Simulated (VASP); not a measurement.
# Pb (Im-3m) in VASP: notebook

Pb is run at these levels: PBEsol; tasks: single point.

All numbers are computed with VASP 6.6.1; they aren't measurements. Logs are shortened: lines on timing, memory, paths and dates and some standing lists are left out, and cuts for length are marked.

## Step 1: The cell of the first run

It takes space group Im-3m (No. 229, cubic). Conventional cell: a = 3.851 Å, b = 3.851 Å, c = 3.851 Å, α = 90.00°, β = 90.00°, γ = 90.00°. Pb (site symmetry m-3m) has 14 Pb at 3.33 to 3.85 Å within 4.4 Å.

## Step 2: Single point, PBEsol

INCAR reads:

```
SYSTEM = Pb
ALGO     = Normal         ! electronic algorithm
EDIFF    = 1E-7           ! SCF threshold, eV
ENCUT    = 520            ! plane-wave cutoff, eV
GGA      = PS             ! functional
ISIF     = 2              ! what is computed and relaxed
ISMEAR   = -1             ! smearing method
LASPH    = .TRUE.         ! aspherical terms in the spheres
LCHARG   = .TRUE.         ! write CHGCAR
LELF     = .TRUE.         ! ELF
LREAL    = .FALSE.        ! projectors in reciprocal space
LVHAR    = .TRUE.       
LWAVE    = .FALSE.        ! write WAVECAR
NBANDS   = 13             ! bands
NELM     = 60             ! most SCF steps
PREC     = Accurate       ! precision mode
SIGMA    = 0.1            ! smearing width, eV
```

KPOINTS reads:

```
k-points
0
G
  8 8 8
  0 0 0
```

POSCAR reads:

```
Pb
1.0
   -1.9254340993      1.9254340993      1.9254340993
    1.9254340993     -1.9254340993      1.9254340993
    1.9254340993      1.9254340993     -1.9254340993
Pb
1
Direct
    0.0000000000      0.0000000000      0.0000000000
```

Potentials or basis: VASP PAW PBE potentials, release 64 (Pb_d).

Launch:

```
$ cat potpaw_PBE.64/Pb_d/POTCAR > POTCAR
$ mpirun -np 1 vasp_std > vasp.out
```

OUTCAR:

```text
SYSTEM = Pb
   EDIFF = 1E-7
   ENCUT = 520
   GGA = PS
   ISIF = 2
   ISMEAR = -1
   LASPH = .TRUE.
   LREAL = .FALSE.
   NELM = 60
   PREC = Accurate

 ion  position               nearest neighbor table
   1  0.000  0.000  0.000-

  LATTYP: Found a body centered cubic cell.
 ALAT       =     3.8508681986

  Lattice vectors:

 A1 = (  -1.9254340993,   1.9254340993,   1.9254340993)
 A2 = (   1.9254340993,  -1.9254340993,   1.9254340993)
 A3 = (   1.9254340993,   1.9254340993,  -1.9254340993)

Analysis of symmetry for initial positions (statically):
=====================================================================
 Subroutine PRICEL returns:
 Original cell was already a primitive cell.

 Routine SETGRP: Setting up the symmetry group for a
 body centered cubic supercell.

 Subroutine GETGRP returns: Found 48 space group operations
 (whereof 48 operations were pure point group operations)
 out of a pool of 48 trial point group operations.

The static configuration has the point symmetry O_h .

Analysis of symmetry for dynamics (positions and initial velocities):
=====================================================================
 Subroutine PRICEL returns:
 Original cell was already a primitive cell.

 Routine SETGRP: Setting up the symmetry group for a
 body centered cubic supercell.

 Subroutine GETGRP returns: Found 48 space group operations
 (whereof 48 operations were pure point group operations)
 out of a pool of 48 trial point group operations.

The dynamic configuration has the point symmetry O_h .

 Subroutine INISYM returns: Found 48 space group operations
 (whereof 48 operations are pure point group operations),
 and found     1 'primitive' translations

----------------------------------------------------------------------------------------

                                     Primitive cell

  volume of cell :      28.5526

  direct lattice vectors                    reciprocal lattice vectors
    -1.925434099  1.925434099  1.925434099     0.000000000  0.259681700  0.259681700
     1.925434099 -1.925434099  1.925434099     0.259681700  0.000000000  0.259681700
     1.925434099  1.925434099 -1.925434099     0.259681700  0.259681700  0.000000000

  length of vectors
     3.334949687  3.334949687  3.334949687     0.367245382  0.367245382  0.367245382

  position of ions in fractional coordinates (direct lattice)
     0.000000000  0.000000000  0.000000000

  ion indices of the primitive-cell ions
   primitive index   ion index
                 1           1

----------------------------------------------------------------------------------------

 KPOINTS: k-points

Automatic generation of k-mesh.
 Grid dimensions read from file:
 generate k-points for:    8    8    8

 Generating k-lattice:

  Cartesian coordinates                     Fractional coordinates (reciprocal lattice)
     0.000000000  0.032460212  0.032460212     0.125000000  0.000000000  0.000000000
     0.032460212  0.000000000  0.032460212     0.000000000  0.125000000  0.000000000
     0.032460212  0.032460212  0.000000000     0.000000000  0.000000000  0.125000000

  Length of vectors
     0.045905673  0.045905673  0.045905673

  Shift w.r.t. Gamma in fractional coordinates (k-lattice)
     0.000000000  0.000000000  0.000000000

 Subroutine IBZKPT returns following result:
 ===========================================

 Found     29 irreducible k-points:

 Following reciprocal coordinates:
            Coordinates               Weight
  0.000000  0.000000  0.000000      1.000000
  0.125000  0.000000  0.000000     12.000000
  0.250000  0.000000  0.000000     12.000000
  0.375000  0.000000  0.000000     12.000000
  0.500000  0.000000  0.000000      6.000000
  0.125000  0.125000  0.000000     24.000000
[... 16 lines left out ...]
 -0.250000  0.250000  0.250000      6.000000
 -0.375000  0.375000  0.250000     24.000000
 [... further k-points ...]
   k-points           NKPTS =     29   k-points in BZ     NKDIM =     29   number of bands    NBANDS=     13
   number of dos      NEDOS =    301   number of ions     NIONS =      1
   total plane-waves  NPLWV =  21952
   dimension x,y,z NGX =    28 NGY =   28 NGZ =   28
   dimension x,y,z NGXF=    56 NGYF=   56 NGZF=   56
   ions per type =               1
   NGX,Y,Z   is equivalent  to a cutoff of  13.96, 13.96, 13.96 a.u.
   NGXF,Y,Z  is equivalent  to a cutoff of  27.92, 27.92, 27.92 a.u.
 SYSTEM =  Pb
   PREC   = accura    normal or accurate (medium, high low for compatibility)
   ISTART =      0    job   : 0-new  1-cont  2-samecut
   ICHARG =      2    charge: 1-file 2-atom 10-const
   ISPIN  =      1    spin polarized calculation?
   LNONCOLLINEAR =      F non collinear calculations
   LSORBIT =      F    spin-orbit coupling
   LASPH  =      T    aspherical Exc in radial PAW
   ENCUT  =  520.0 eV  38.22 Ry    6.18 a.u.   6.20  6.20  6.20*2*pi/ulx,y,z
   NELM   =     60;   NELMIN=  2; NELMDL= -5     # of ELM steps
   EDIFF  = 0.1E-06   stopping-criterion for ELM
   LREAL  =      F    real-space projection
   EDIFFG = 0.1E-05   stopping-criterion for IOM
   NSW    =      0    number of steps for IOM
   IBRION =     -1    ionic relax: 0-MD 1-quasi-New 2-CG
   NFREE  =      0    steps in history (QN), initial steepest desc. (CG)
   ISIF   =      2    stress and relaxation
   ISYM   =      2    0-nonsym 1-usesym 2-fastsym
   POTIM  = 0.5000    time-step for ionic-motion
   TEBEG  =    0.0;   TEEND  =   0.0 temperature during run
   PSTRESS=    0.0 pullay stress
   NELECT =      14.0000    total number of electrons
   NUPDOWN=      -1.0000    fix difference up-down
   EMIN   =  10.00;   EMAX   =-10.00  energy-range for DOS
   EFERMI =   0.00;   METHOD = LEGACY
   ISMEAR =    -1;   SIGMA  =   0.10  broadening in eV -4-tet -1-fermi 0-gaus
   EFERMI_NEDOS =   21; number of points for ismear=-14 and -15
   IALGO  =     38    algorithm
   IMIX   =      4    mixing-type and parameters
     AMIX     =   0.40;   BMIX     =  1.00
     AMIX_MAG =   1.60;   BMIX_MAG =  1.00
  volume/ion in A,a.u.               =      28.55       192.68
  Fermi-wavevector in a.u.,A,eV,Ry     =   1.290928  2.439501 22.674060  1.666496
  Thomas-Fermi vector in A             =   2.422730
   LORBIT       =      0    0 simple, 1 ext, 2 COOP (PROOUT), +10 PAW based schemes
   GGA     = PS    functional components
   LHFCALC =     F    Hartree Fock is set to
   AEXX    =    0.0000 exact exchange contribution
   IVDW    =     0    specifies the selected vdW correction
   LEPSILON=     F    determine dielectric tensor
   LRPA    =     F    only Hartree local field effects (RPA)
 non-spin polarized calculation
  energy-cutoff  :      520.00
  volume of cell :       28.55
 maximum number of plane-waves:       784
 NGX is ok and might be reduce to    28
   NGX = 13   NGY = 13   NGZ = 13

 number of electron      13.9999997 magnetization

 Free energy of the ion-electron system (eV)
  ---------------------------------------------------
  ext. energy  EPLUGINS =         0.00000000
  ---------------------------------------------------
  free energy    TOTEN  =        -3.97320536 eV

  energy without entropy =       -3.96334244  energy(sigma->0) =       -3.96827390

 E-fermi :   7.7295     XC(G=0): -10.6354

 val. band max:        7.4355842232   @ k =  -0.3750   0.3750   0.3750
 cond. band min:       7.7667433984   @ k =   0.5000   0.5000   0.3750
 fundamental gap:      0.3311591751
 Fermi energy:         7.7295046698

 k-point     1 :       0.0000    0.0000    0.0000
  band No.  band energies     occupation
      1      -9.3021      2.00000
      2      -9.3021      2.00000
      3      -9.3021      2.00000
      4      -9.0146      2.00000
      5      -9.0146      2.00000
      6      -4.4004      2.00000
      7      15.9919      0.00000
      8      15.9919      0.00000
      9      15.9919      0.00000
     10      18.9884      0.00000
     11      18.9884      0.00000
     12      18.9884      0.00000
     13      20.6209      0.00000

 k-point     2 :       0.1250    0.0000    0.0000
  band No.  band energies     occupation
      1      -9.3175      2.00000
      2      -9.2858      2.00000
      3      -9.2370      2.00000
      4      -9.0309      2.00000
      5      -9.0157      2.00000
      6      -4.0609      2.00000
      7      13.1599      0.00000
      8      14.9412      0.00000
      9      15.4741      0.00000
     10      17.7196      0.00000
     11      18.4386      0.00000
     12      18.9097      0.00000
     13      21.6166      0.00000

 k-point     3 :       0.2500    0.0000    0.0000
  band No.  band energies     occupation
      1      -9.3546      2.00000
      2      -9.2708      2.00000
      3      -9.0761      2.00000
      4      -9.0540      2.00000
      5      -9.0184      2.00000
      6      -3.0412      2.00000
      7       9.0313      0.00000
      8      13.2046      0.00000
      9      14.3510      0.00000
     10      16.5619      0.00000
     11      17.6856      0.00000
     12      19.7069      0.00000
     13      22.0299      0.00000
[... 305 lines left out ...]
 k-point    23 :      -0.2500    0.2500    0.2500
  band No.  band energies     occupation
      1      -9.1935      2.00000
      2      -9.1369      2.00000
      3      -9.1369      2.00000
      4      -9.0923      2.00000
      5      -9.0921      2.00000
      6      -1.7276      2.00000
      7       9.1408      0.00000
      8      10.5334      0.00000
      9      10.5334      0.00000
     10      14.2281      0.00000
     11      21.5392      0.00000
     12      21.5392      0.00000
     13      21.8486      0.00000

 k-point    24 :      -0.3750    0.3750    0.2500
  band No.  band energies     occupation
      1      -9.2571      2.00000
      2      -9.1717      2.00000
      3      -9.1431      2.00000
      4      -9.0536      2.00000
      5      -8.9347      2.00000
      6      -0.2123      2.00000
      7       6.5976      1.99998
      8       9.3564      0.00000
      9      10.1884      0.00000
     10      14.3494      0.00000
     11      18.8236      0.00000
     12      21.3263      0.00000
     13      21.3442      0.00000

 [... further k-points ...]

------------------------ aborting loop because EDIFF is reached ----------------------------------------

  FORCE on cell =-STRESS in cart. coord.  units (eV):
  Direction    XX          YY          ZZ          XY          YZ          ZX
  --------------------------------------------------------------------------------------
  -------------------------------------------------------------------------------------
  Total        0.4905537      0.4905537      0.4905537      0.0000000     -0.0000000      0.0000000
  in kB       27.5265118     27.5265118     27.5265118      0.0000000     -0.0000000      0.0000000
  external PRESSURE =      27.5265118 kB  Pullay stress =       0.0000000 kB

 VOLUME and BASIS-vectors are now :
 -----------------------------------------------------------------------------
  energy-cutoff  :      520.00
  volume of cell :       28.55
      direct lattice vectors                 reciprocal lattice vectors
    -1.925434099  1.925434099  1.925434099     0.000000000  0.259681700  0.259681700
     1.925434099 -1.925434099  1.925434099     0.259681700  0.000000000  0.259681700
     1.925434099  1.925434099 -1.925434099     0.259681700  0.259681700  0.000000000

 POSITION                                       TOTAL-FORCE (eV/Angst)
 -----------------------------------------------------------------------------------
      0.00000      0.00000      0.00000        -0.000000      0.000000     -0.000000
 -----------------------------------------------------------------------------------
    total drift:                               -0.000000     -0.000000     -0.000000

  FREE ENERGIE OF THE ION-ELECTRON SYSTEM (eV)
  ---------------------------------------------------
  free  energy   TOTEN  =        -3.9732053593 eV

  energy  without entropy=       -3.9633424373  energy(sigma->0) =       -3.96827390
```

Wall time 8.5 s (1 thread of Intel Xeon Platinum 8488C (Sapphire Rapids), shared host); peak memory 0.15 GiB.

What came out:

| Property | Result |
| --- | --- |
| Free energy | -3.9732 eV |
| Pressure | 2.8 GPa |
| Band gap on the k mesh | zero (band 7 reaches 15.99 eV, above the bottom of band 8 at 5.71 eV) |

Caveat: the PAW data sets were made with another functional, which shifts forces and pressure a little; spin-orbit coupling is left out, which moves the levels of the heavy elements.

[end of part 1 of 2]
